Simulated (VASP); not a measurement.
Runs of VASP 6.6.1 on LiHg2. The structure is that of space group Fd-3m (No. 227), or close to it. The cells are those of the table. 

```csv
task,cell,k mesh,cutoff (eV),gap on the mesh (eV),pressure (GPa),relaxed volume (Å³/atom)
single point,"a = 5.945 Å, angles 60.0°, 6 atoms",8 × 8 × 8,520,none,-,-
relaxation of cell and atoms,"relaxed from a = 5.621 Å, angles 60.0°, 6 atoms",4 × 4 × 4,600,none,0.0,25.05
relaxation of cell and atoms,"relaxed from a = 5.935 Å, angles 60.0°, 6 atoms",8 × 8 × 8,600,none,0.0,(a)
single point,"a = 5.935 Å, angles 60.0°, 6 atoms",4 × 4 × 4,520,none,-,-
```

Alike in all rows: level PBE; potentials or basis VASP PAW PBE potentials, release 64 (Li_sv, Hg); no spin polarisation; smearing gaussian 0.1 eV.

Question: Fill in the values left out.

Answer: (a) 25.00.

Caveats: the cutoff is under 1.25 times the usual one of these potentials, so pressure, stress and relaxed cells hold a basis-set (Pulay) error; spin-orbit coupling is left out, which moves the levels of the heavy elements; the volume moved by over 15 % at a fixed basis, so the end points are rough (some runs).

A k mesh can miss the band edges, and the runs leave out spin-orbit coupling on Hg.

A gap of «none» marks levels without a gap at the run's occupations.
